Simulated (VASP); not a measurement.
Write the native input for VASP 6.6.1 that does the following.

```
Task                   : relaxation of the atoms
Functional             : PBEsol
Potentials or basis    : VASP PAW PBE potentials, release 64 (Ga_d, P)
Cutoff                 : 520 eV
k mesh                 : 7 × 7 × 1
Occupations            : gaussian, width 0.05 eV
Spin                   : no spin polarisation
Dipole correction      : yes
Further INCAR settings : ALGO = Normal; EDIFF = 1e-06; IBRION = 2; EDIFFG = -0.02; NSW = 80
```

The structure of Ga5P4 lies in POSCAR:

```
Ga5P4
1.0
    3.8455650076      0.0000000000      0.0000000000
    0.0000000000      3.8455650076      0.0000000000
    0.0000000000      0.0000000000     25.8769003776
Ga P
5 4
Direct
    0.5000000000      0.5000000000      0.2898337858
    0.0000000000      0.0000000000      0.3949168929
    0.5000000000      0.5000000000      0.5000000000
    0.0000000000      0.0000000000      0.6050831071
    0.5000000000      0.5000000000      0.7101662142
    0.5000000000      0.0000000000      0.3423753393
    0.0000000000      0.5000000000      0.4474584464
    0.5000000000      0.0000000000      0.5525415536
    0.0000000000      0.5000000000      0.6576246607
```

The input as run:

INCAR

```
SYSTEM = Ga5P4
  ALGO = Normal
  DIPOL = 0.5 0.5 0.500
  EDIFF = 1E-6
  EDIFFG = -0.02
  ENCUT = 520
  GGA = PS
  IBRION = 2
  IDIPOL = 3
  ISIF = 2
  ISMEAR = 0
  KPAR = 4
  LASPH = .TRUE.
  LCHARG = .FALSE.
  LDIPOL = .TRUE.
  LREAL = .FALSE.
  LWAVE = .FALSE.
  NELM = 100
  NSW = 80
  PREC = Accurate
  SIGMA = 0.05
```

KPOINTS

```
k-points
0
G
  7 7 1
  0 0 0
```

Potentials or basis: VASP PAW PBE potentials, release 64 (Ga_d, P).

Command:

```console
$ cat potpaw_PBE.64/Ga_d/POTCAR potpaw_PBE.64/P/POTCAR > POTCAR
$ mpirun -np 4 vasp_std > vasp.out
```

Results of the run:

```json
{
  "Energy gained by relaxing": "8.5 meV/atom",
  "Ionic steps": "14",
  "Largest force after relaxing": "0.007 eV/Å",
  "Band gap on the k mesh": "zero (an odd number of electrons rules out a gap without spin polarisation)"
}
```

Caveat: the PAW data sets were made with another functional, which shifts forces and pressure a little.

Wall time 6.5 min on 4 MPI ranks on Intel(R) Xeon(R) Platinum 8488C (Sapphire Rapids), on a shared host, peak memory 0.53 GiB a rank.
